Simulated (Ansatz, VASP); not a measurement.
## Two plane-wave programs on MgO

```
Mg O
1.0
     3.53867    0.00000    0.00000
    -1.76934    3.06458    0.00000
     0.00000    0.00000    4.30338
Mg O
2 2
Direct
  0.66667 0.33333 0.75000
  0.33333 0.66667 0.25000
  0.66667 0.33333 0.25000
  0.33333 0.66667 0.75000
```

Change from the starting cell: strain +0.015 along x and y, +0.030 along z, atoms carried along.

Alike in both runs: task single point; functional PBE; k mesh 6 × 6 × 6; occupations gaussian, width 0.05 eV; no spin polarisation.

|  | VASP | Ansatz |
| --- | --- | --- |
| version | VASP 6.6.1 | Ansatz 0.2.0 |
| potentials or method | VASP PAW PBE potentials, release 64 (Mg, O), cutoff 520 eV | scalar-relativistic, plane waves, PAW |
| valence electrons in the cell | 16 | 32 |

```csv
,VASP,Ansatz,Ansatz less VASP
gap on the k mesh at the Fermi level (eV),3.12,3.14,+0.018
least direct gap on the mesh (eV),3.12,3.14,+0.018
pressure (GPa),-3.5,-3.0,+0.50
"traceless stress, the component that is largest in VASP (GPa)",-1.06,-0.96,+0.096
```

With one functional, cell and mesh, what is left measures potentials, basis and numerics. VASP's potentials hold 16 valence electrons a cell and Ansatz's 32, so a difference there can come from the potentials and not from the codes.
